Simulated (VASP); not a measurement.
A run of VASP 6.6.1 is set up as follows.

Contents of INCAR:

```
SYSTEM = Ti16O
PREC     = Accurate       ! precision mode
ENCUT    = 520            ! plane-wave cutoff, eV
EDIFF    = 1E-7           ! SCF threshold, eV
ISMEAR   = 0              ! smearing method
SIGMA    = 0.1            ! smearing width, eV
LREAL    = Auto         
LASPH    = .True.         ! aspherical terms in the spheres
NELM     = 60             ! most SCF steps
ALGO     = Normal         ! electronic algorithm
ISIF     = 2              ! what is computed and relaxed
LWAVE    = .False.        ! write WAVECAR
LCHARG   = .False.        ! write CHGCAR
LDIPOL   = .True.       
IDIPOL   = 3            
DIPOL    = 0.5 0.5 0.346
GGA      = PE             ! functional
NBANDS   = 113            ! bands
```

Contents of KPOINTS:

```
Automatic mesh
0
Gamma
  6 6 1
  0 0 0
```

POSCAR

```
Ti16O
1.0
    5.8763264167      0.0000000000      0.0000000000
   -2.9381632084      5.0890479578      0.0000000000
    0.0000000000      0.0000000000     22.4042085313
Ti O
16 1
Direct
    0.3333333333      0.1666666667      0.1785378847
    0.3333333333      0.6666666667      0.1785378847
    0.8333333333      0.1666666667      0.1785378847
    0.8333333333      0.6666666667      0.1785378847
    0.1666666667      0.3333333333      0.2823234171
    0.1666666667      0.8333333333      0.2823234171
    0.6666666667      0.3333333333      0.2823234171
    0.6666666667      0.8333333333      0.2823234171
    0.3333333333      0.1666666667      0.3901740107
    0.3333333333      0.6666666667      0.3901740107
    0.8333333333      0.1666666667      0.3901740107
    0.8333333333      0.6666666667      0.3901740107
    0.1666666667      0.3333333333      0.4867035814
    0.1666666667      0.8333333333      0.4867035814
    0.6666666667      0.3333333333      0.4867035814
    0.6666666667      0.8333333333      0.4867035814
    0.3333333333      0.6666666667      0.5305878524
```

Potentials or basis: VASP PAW PBE potentials, release 64 (Ti_sv, O).

The run is started by

```sh
$ cat potpaw_PBE.64/Ti_sv/POTCAR potpaw_PBE.64/O/POTCAR > POTCAR
$ mpirun -np 1 vasp_std > vasp.out
```

Question: Predict the largest force.

Answer: 0.966 eV/Å.

Question: What does it give for the band gap on the k mesh?

Answer: Zero (bands 99 and 100 overlap by 0.78 eV).

Forces in eV/Å, atoms in the order of the input:
```
Ti   0.008  0.005  0.621
Ti   0.000  0.000  0.655
Ti  -0.008  0.005  0.621
Ti   0.000 -0.010  0.621
Ti   0.000  0.079 -0.556
Ti   0.068 -0.039 -0.556
Ti   0.000  0.000 -0.657
Ti  -0.068 -0.039 -0.556
Ti   0.005  0.003 -0.172
Ti   0.000  0.000 -0.966
Ti  -0.005  0.003 -0.172
Ti   0.000 -0.006 -0.172
Ti   0.000  0.110  0.629
Ti   0.095 -0.055  0.629
Ti   0.000  0.000 -0.678
Ti  -0.095 -0.055  0.629
O    0.000  0.000  0.083
```
